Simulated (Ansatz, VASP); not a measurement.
Ca3H2Pt in VASP and in Ansatz

```
Ca H Pt
1.0
     3.74821    2.16403    3.69053
    -3.74821    2.16403    3.69053
     0.00000   -4.32805    3.69053
Ca H Pt
3 2 1
Direct
  0.00000 0.50000 0.00000
  0.50000 0.00000 0.00000
  0.00000 0.00000 0.50000
  0.75013 0.75013 0.75013
  0.24987 0.24987 0.24987
  0.00000 0.00000 0.00000
```

Change from the starting cell: species swapped into the Tb2Al3Fe type (R-3m, No. 166).

Alike in both runs: functional PBE; k mesh 6 × 6 × 6; occupations gaussian, width 0.1 eV; no spin polarisation.

Ansatz relaxed the structure, and its values are those at the end. VASP's run is a single point on that final structure, the one shown.

```csv
,VASP,Ansatz
version,VASP 6.6.1,Ansatz 0.2.0
potentials or method,"VASP PAW PBE potentials, release 64 (Ca_sv, H, Pt), cutoff 520 eV","scalar-relativistic, plane waves, PAW"
valence electrons in the cell,42,50
```

|  | VASP | Ansatz | Ansatz less VASP |
| --- | --- | --- | --- |
| gap on the k mesh at the Fermi level (eV) | none | none | - |
| pressure (GPa) | 0.0 | 0.0 | -0.04 |

A gap of «none» marks a metal or a gap that the smearing closes. With one functional, cell and mesh, what is left measures potentials, basis and numerics. VASP's potentials hold 42 valence electrons a cell and Ansatz's 50, so a difference there can come from the potentials and not from the codes.

Neither program's run includes spin-orbit coupling.
